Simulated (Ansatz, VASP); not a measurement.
# Two plane-wave programs on NbTeN

```
Nb Te N
1.0
     3.64689    0.00000    0.00000
     0.00000    3.64689    0.00000
     0.00000    0.00000    9.71288
Nb Te N
2 2 2
Direct
  0.50000 0.00000 0.11438
  0.00000 0.50000 0.88562
  0.50000 0.00000 0.69863
  0.00000 0.50000 0.30137
  0.50000 0.50000 0.00000
  0.00000 0.00000 0.00000
```

Alike in both runs: task single point; functional PBEsol; k mesh 5 × 5 × 2; occupations fermi-dirac, width 0.05 eV; no spin polarisation.

```csv
,VASP,Ansatz
version,VASP 6.6.1,Ansatz 0.2.0
potentials or method,"VASP PAW PBE potentials, release 64 (Nb_sv, Te, N), cutoff 520 eV","plane waves, PAW"
valence electrons in the cell,48,68
```

Ansatz gave:

* pressure (GPa): -11.4
* traceless stress, the component that is largest in VASP (GPa): 1.68

Problem. Estimate VASP's values.

Solution. Pressure (GPa): -11.5; traceless stress, the component that is largest in VASP (GPa): 1.70.

VASP's potentials were made for PBE, not for PBEsol. The functional is the same, so the differences come from potentials, cutoffs and numerics. VASP's potentials hold 48 valence electrons a cell and Ansatz's 68, so a difference there can come from the potentials and not from the codes.

Spin-orbit coupling is off throughout.
